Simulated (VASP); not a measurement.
## ScGa3P2: single point with PBE

The system is ScGa3P2.

```
CELL_PARAMETERS angstrom
6.01527 0.00000 0.00000
-3.00763 5.20937 0.00000
0.00000 0.00000 3.48159
ATOMIC_POSITIONS crystal
Sc 0.00000 0.00000 0.00000
Ga 0.50000 0.00000 0.50000
Ga 0.00000 0.50000 0.50000
Ga 0.50000 0.50000 0.50000
P 0.66667 0.33333 0.00000
P 0.33333 0.66667 0.00000
```

The cell was generated, and may not be a known phase.

```
Program                : VASP 6.6.1
Task                   : single point
Functional             : PBE
Potentials or basis    : VASP PAW PBE potentials, release 64 (Sc_sv, Ga_d, P)
Cutoff                 : 520 eV
k mesh                 : 3 × 3 × 6
Occupations            : gaussian, width 0.1 eV
Spin                   : no spin polarisation
Dipole correction      : no
Further INCAR settings : ALGO = Fast; EDIFF = 1e-07; NBANDS = 39
```

```json
{"Pressure": "5.9 GPa", "Band gap on the k mesh": "zero (bands 30 and 31 overlap by 2.48 eV)"}
```

Stress tensor (GPa, compression positive):
```
 3.57  0.00  0.00
 0.00  3.57  0.00
 0.00  0.00 10.60
```

Levels at points of the mesh, in eV from the Fermi level:
```csv
k point,band 26,band 27,band 28,band 29,band 30,band 31,band 32,band 33,band 34,band 35
"(0.00, 0.00, 0.00)",-3.20,-2.72,-0.50,0.46,0.80,1.27,1.28,1.56,1.67,1.67
"(0.00, 0.00, 0.50)",-4.13,-4.13,-2.14,-2.14,-1.69,-1.69,0.96,0.99,1.51,1.51
```

Wall time 2.5 min on 1 thread of Oxide Virtual Turin-like Processor, with other jobs on the host, peak memory 0.22 GiB.

Caveat: the k points lie up to 0.40 Å⁻¹ apart, too coarse for converged energies and pressures of a metal.
